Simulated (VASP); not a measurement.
Here is a VASP 6.6.1 calculation.

INCAR

```
SYSTEM = CsRu
PREC     = Accurate       ! precision mode
ENCUT    = 520            ! plane-wave cutoff, eV
EDIFF    = 1E-7           ! SCF threshold, eV
ISMEAR   = 0              ! smearing method
SIGMA    = 0.1            ! smearing width, eV
LREAL    = .False.        ! projectors in reciprocal space
LASPH    = .True.         ! aspherical terms in the spheres
NELM     = 100            ! most SCF steps
ALGO     = Fast           ! electronic algorithm
ISIF     = 2              ! what is computed and relaxed
LWAVE    = .False.        ! write WAVECAR
LCHARG   = .False.        ! write CHGCAR
GGA      = PE             ! functional
NBANDS   = 18             ! bands
```

KPOINTS

```
Automatic mesh
0
Gamma
  16 16 16
  0 0 0
```

POSCAR

```
CsRu
1.0
    3.6471627827      0.0000000000      0.0000000000
    0.0000000000      3.6471627827      0.0000000000
    0.0000000000      0.0000000000      3.6471627827
Cs Ru
1 1
Direct
    0.0000000000      0.0000000000      0.0000000000
    0.5000000000      0.5000000000      0.5000000000
```

Potentials or basis: VASP PAW PBE potentials, release 64 (Cs_sv, Ru_pv).

Launch:

```console
$ cat potpaw_PBE.64/Cs_sv/POTCAR potpaw_PBE.64/Ru_pv/POTCAR > POTCAR
$ mpirun -np 1 vasp_std > vasp.out
```

What does it give for the pressure?

1.0 GPa.
